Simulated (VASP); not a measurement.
A run of VASP 6.6.1:

File INCAR:

```
SYSTEM = Ni
PREC = Accurate
ENCUT = 520
EDIFF = 1E-7
ISMEAR = -1
SIGMA = 0.05
LREAL = .False.
LASPH = .True.
NELM = 150
ALGO = Normal
ISIF = 2
LWAVE = .False.
LCHARG = .False.
ISPIN = 2
MAGMOM = 0.7
LORBIT = 11
LMAXMIX = 4
GGA = PE
NBANDS = 15
```

Contents of KPOINTS:

```
Automatic mesh
0
Gamma
  15 15 15
  0 0 0
```

Contents of POSCAR:

```
Ni
1.0
    0.0000000000      1.7277194128      1.8324124000
    1.7277194128      0.0000000000      1.8324124000
    1.7277194128      1.7277194128      0.0000000000
Ni
1
Direct
    0.0000000000      0.0000000000      0.0000000000
```

Potentials or basis: VASP PAW PBE potentials, release 64 (Ni).

Launch:

```bash
$ cat potpaw_PBE.64/Ni/POTCAR > POTCAR
$ mpirun -np 1 vasp_std > vasp.out
```

Hardware: 1 thread of Intel Xeon 8259CL, on a shared host.

Q: Estimate the wall time of this run.

A: Run time: 3.6 min on 1 thread of Intel Xeon 8259CL (shared host), peak memory 0.19 GiB. Counts: scf iterations 14, k points 288.
